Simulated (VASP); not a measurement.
The system is BaTiO3.

```
CELL_PARAMETERS angstrom
3.97295 0.00000 0.00000
0.00000 3.97295 0.00000
0.00000 0.00000 3.99103
ATOMIC_POSITIONS crystal
Ba 0.00000 0.00000 0.00000
Ti 0.50000 0.50000 0.49000
O 0.00000 0.50000 0.51700
O 0.50000 0.00000 0.51700
O 0.50000 0.50000 0.01900
```

Base run:

* Program: VASP 6.6.1
* Functional: revPBE
* Dispersion: D4
* Potentials or basis: VASP PAW PBE potentials, release 64 (Ba_sv, Ti_sv, O)
* Cutoff: 520 eV
* k mesh: 7 × 7 × 7
* Occupations: fermi-dirac, width 0.05 eV
* Spin: no spin polarisation

Its results: band gap on the k mesh 1.94 eV, indirect (least direct gap 2.11 eV); pressure 5.4 GPa; largest force 0.186 eV/Å.

After a change of settings the same cell gave: band gap on the k mesh 1.93 eV, indirect (least direct gap 2.11 eV); pressure 8.3 GPa; largest force 0.115 eV/Å. Which change was it?
A. dispersion from D4 to none; potentials or basis from VASP PAW PBE potentials, release 64 (Ba_sv, Ti_sv, O) to VASP PAW PBE potentials, release 64 (Ba_sv, Ti_sv, O_h); cutoff from 520 eV to 910 eV
B. functional from revPBE to BLYP
C. dispersion from D4 to D3(BJ)
D. functional from revPBE to PBEsol; dispersion from D4 to none

B.

Caveats: the PAW data sets were made with another functional, which shifts forces and pressure a little; spin-orbit coupling is left out, which moves the levels of the heavy elements.
